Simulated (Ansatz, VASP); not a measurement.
Co in VASP and in Ansatz

Contents of INCAR:

```
PREC = Accurate ; ENCUT = 520
EDIFF = 1E-6 ; ISMEAR = -1
SIGMA = 0.05 ; LREAL = F
LASPH = T ; NELM = 150
ALGO = Fast ; ISIF = 2
LWAVE = F ; LCHARG = T
ISPIN = 2 ; MAGMOM = 2 2
LORBIT = 11 ; LMAXMIX = 4
GGA = PE ; LELF = T
LVHAR = T ; NBANDS = 20
```

The input KPOINTS:

```
Automatic mesh
0
Gamma
  10 10 6
```

POSCAR

```
Co
1.0
    2.5214399013      0.0000000000      0.0000000000
   -1.2607199506      2.1836310086      0.0000000000
    0.0000000000      0.0000000000      4.0211440800
Co
2
Direct
    0.6666666667      0.3333333333      0.7500000000
    0.3333333333      0.6666666667      0.2500000000
```

File input.yaml:

```yaml
crystal:
  lattice:
    - [2.5214399013, 0.0, 0.0]
    - [-1.2607199506, 2.1836310086, 0.0]
    - [0.0, 0.0, 4.02114408]
  atoms:
    - { symbol: Co, position: [0.6666666667, 0.3333333333, 0.75], spin: 2.0 }
    - { symbol: Co, position: [0.3333333333, 0.6666666667, 0.25], spin: 2.0 }
hamiltonian:
  xc: pbe
  pseudopotentials: { kind: paw }
magnetization:
  spin_polarized: true
kpoints:
  mp_grid: { grid: [10, 10, 6] }
scf:
  occupations: { method: fermi_dirac, width: 0.05 }
output:
  forces: true
  stress: true
  eigenvalues: true
```

Alike in both runs: task single point; functional PBE; k mesh 10 × 10 × 6; occupations fermi-dirac, width 0.05 eV; collinear spin.

|  | VASP | Ansatz |
| --- | --- | --- |
| version | VASP 6.6.1 | Ansatz 0.2.0 |
| potentials or method | VASP PAW PBE potentials, release 64 (Co) | Ansatz PAW |
| plane-wave cutoff (eV) | 520 | 420 |
| valence electrons in the cell | 18 | 34 |

Ansatz gave:

| Property | Result |
| --- | --- |
| gap on the k mesh at the Fermi level (eV) | none |
| pressure (GPa) | -3.3 |
| traceless stress, the component that is largest in VASP (GPa) | 2.16 |
| net moment per atom (μB) | 1.66 |
| size of the moment on the site where the two differ most (μB) | 1.74 |

Question: Which values does VASP return?

Answer: gap on the k mesh at the Fermi level (eV): none; pressure (GPa): -3.9; traceless stress, the component that is largest in VASP (GPa): 1.89; net moment per atom (μB): 1.66; size of the moment on the site where the two differ most (μB): 1.68.

Site moments also hang on the region over which each program counts them. A gap of «none» marks a metal or a gap that the smearing closes. VASP's potentials hold 18 valence electrons a cell and Ansatz's 34, so a difference there can come from the potentials and not from the codes.
